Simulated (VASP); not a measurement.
Runs of VASP 6.6.1 on Sb. The structure is that of space group P6_3/mmc (No. 194), or close to it. The cells are those of the table. 

```csv
task,cell,cutoff (eV),gap on the mesh (eV),pressure (GPa)
single point,"a = 3.232, b = 3.232, c = 4.874 Å, angles 90.0, 90.0, 120.0°, 2 atoms",520,none,20.1
relaxation of cell and atoms,"relaxed to 10 GPa from a = 3.500, b = 3.500, c = 5.715 Å, angles 90.0, 90.0, 120.0°, 2 atoms",600,none,10.0
relaxation of cell and atoms,"relaxed from a = 3.500, b = 3.500, c = 5.715 Å, angles 90.0, 90.0, 120.0°, 2 atoms",600,none,0.1
relaxation of cell and atoms,"relaxed to 5 GPa from a = 3.500, b = 3.500, c = 5.715 Å, angles 90.0, 90.0, 120.0°, 2 atoms",600,none,5.1
single point,"a = 3.309, b = 3.309, c = 5.334 Å, angles 90.0, 90.0, 120.0°, 2 atoms",520,none,4.9
single point,"a = 3.387, b = 3.387, c = 5.457 Å, angles 90.0, 90.0, 120.0°, 2 atoms",520,none,(a)
relaxation of cell and atoms,"relaxed to 20 GPa from a = 3.500, b = 3.500, c = 5.715 Å, angles 90.0, 90.0, 120.0°, 2 atoms",600,none,20.0
single point,"a = 3.252, b = 3.252, c = 5.238 Å, angles 90.0, 90.0, 120.0°, 2 atoms",520,none,10.0
```

Alike in all rows: level r2SCAN; potentials or basis VASP PAW PBE potentials, release 64 (Sb); no spin polarisation; k mesh 7 × 7 × 4; smearing gaussian 0.1 eV.

**Question.** Fill in the values left out.

**Answer.** (a) -0.1.

Caveats: the PAW data sets were made with another functional, which shifts forces and pressure a little; spin-orbit coupling is left out, which moves the levels of the heavy elements; the cell is relaxed towards a set pressure, so the enthalpy falls and the energy may rise (some runs).

A k mesh can miss the band edges, and the runs leave out spin-orbit coupling on Sb.

A gap of «none» marks levels without a gap at the run's occupations.
